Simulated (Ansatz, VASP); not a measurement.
**SnO in VASP and in Ansatz**

```xyz
4
Lattice="3.3550 0.0000 0.0000 0.0000 5.6741 0.0000 0.0000 0.0000 4.2220" Properties=species:S:1:pos:R:3 pbc="T T T"
Sn    0.2887    1.6046    2.4552
Sn    1.9662    4.6469    0.3442
O     0.0000    5.0570    3.1110
O     1.6775    0.6171    1.0000
```

Change from the starting cell: all Sn atoms moved +0.500 Å, as atom 1 along Cartesian [1 1 1].

Alike in both runs: task single point; functional r2SCAN; k mesh 8 × 6 × 6; occupations gaussian, width 0.05 eV; no spin polarisation.

```csv
,VASP,Ansatz
version,VASP 6.6.1,Ansatz 0.2.0
potentials or method,"VASP PAW PBE potentials, release 64 (Sn_d, O), cutoff 520 eV","scalar-relativistic, plane waves, PAW"
valence electrons in the cell,40,40
```

|  | VASP | Ansatz | Ansatz less VASP |
| --- | --- | --- | --- |
| gap on the k mesh at the Fermi level (eV) | 0.54 | 0.54 | +0.001 |
| least direct gap on the mesh (eV) | 0.67 | 0.67 | +0.002 |
| pressure (GPa) | 1.0 | 0.7 | -0.27 |
| traceless stress, the component that is largest in VASP (GPa) | 9.08 | 8.96 | -0.123 |
| rms of the force components (eV/Å) | 2.992 | 2.972 | -0.0205 |

VASP's potentials were made for PBE, not for r2SCAN. Atom by atom the forces differ by 0.049 eV/Å (rms over components).
